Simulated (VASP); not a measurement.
Li2Nb: relaxation of cell and atoms with PBE

Li2Nb:

```
CELL_PARAMETERS angstrom
2.77683 0.00000 0.00000
-1.38841 2.40480 0.00000
0.00000 0.00000 8.43177
ATOMIC_POSITIONS crystal
Li 0.00000 0.00000 0.16456
Li 0.00000 0.00000 0.83544
Nb 0.00000 0.00000 0.50000
```

```yaml
Program: VASP 6.6.1
Task: relaxation of cell and atoms
Functional: PBE
Potentials_or_basis: VASP PAW PBE potentials, release 64 (Li_sv, Nb_sv)
Cutoff: 600 eV
k_mesh: 21 × 21 × 6
Occupations: gaussian, width 0.1 eV
Spin: no spin polarisation
Dipole_correction: no
Further_INCAR_settings: ALGO = Normal; EDIFF = 1e-06; IBRION = 2; EDIFFG = -0.01; NSW = 100; ISIF = 3
```

- Relaxed volume: 18.51 Å³/atom
- Relaxed cell: a = 2.766 Å, b = 2.766 Å, c = 8.380 Å, α = 90.00°, β = 90.00°, γ = 120.00°
- Space group after relaxing (to 0.05 Å): P6/mmm (No. 191)
- Energy gained by relaxing: 0.5 meV/atom
- Ionic steps: 11
- Pressure after relaxing: 0.0 GPa
- Largest force after relaxing: 0.005 eV/Å

Forces on the atoms (eV/Å):
```
Li   0.000  0.000 -0.005
Li   0.000  0.000  0.005
Nb   0.000  0.000  0.000
```

Step by step:
| step | energy change (eV) | largest force (eV/Å) | pressure (GPa) | volume (Å³) |
| --- | --- | --- | --- | --- |
| 1 | 0.0000 | 0.0027 | -0.63 | 56.31 |
| 2 | -0.0013 | 0.0083 | -0.08 | 55.70 |
| 3 | -0.0013 | 0.0096 | -0.02 | 55.64 |
| 4 | -0.0015 | 0.0116 | -0.01 | 55.57 |
| 5 | -0.0015 | 0.0119 | -0.01 | 55.54 |
| 6 | -0.0015 | 0.0119 | 0.01 | 55.55 |
| 7 | -0.0015 | 0.0114 | 0.01 | 55.56 |
| 8 | -0.0015 | 0.0118 | -0.01 | 55.56 |
| 9 | -0.0015 | 0.0118 | -0.01 | 55.55 |
| 10 | -0.0015 | 0.0101 | 0.00 | 55.54 |
| 11 | -0.0015 | 0.0049 | -0.01 | 55.52 |

Final structure:
```
Li Nb
1.0
     2.76594    0.00000    0.00000
    -1.38297    2.39538    0.00000
     0.00000    0.00000    8.37999
Li Nb
2 1
Cartesian
  1.3830 2.3954 1.3760
  0.0000 0.0000 7.0039
  0.0000 0.0000 4.1900
```

Levels at points of the mesh, in eV from the Fermi level:
| k point | band 7 | band 8 | band 9 | band 10 | band 11 | band 12 |
| --- | --- | --- | --- | --- | --- | --- |
| (0.00, 0.00, 0.00) | -4.99 | -3.14 | -2.07 | -1.88 | 0.48 | 0.48 |
| (0.00, 0.00, 0.50) | -4.95 | -3.25 | -2.63 | -0.91 | 0.48 | 0.48 |

Run time: 5.7 min on 1 thread of Intel(R) Xeon(R) 6975P-C (Granite Rapids), with other jobs on the host, peak memory 0.34 GiB.

Caveat: the cutoff is under 1.25 times the usual one of these potentials, so pressure, stress and relaxed cells hold a basis-set (Pulay) error.
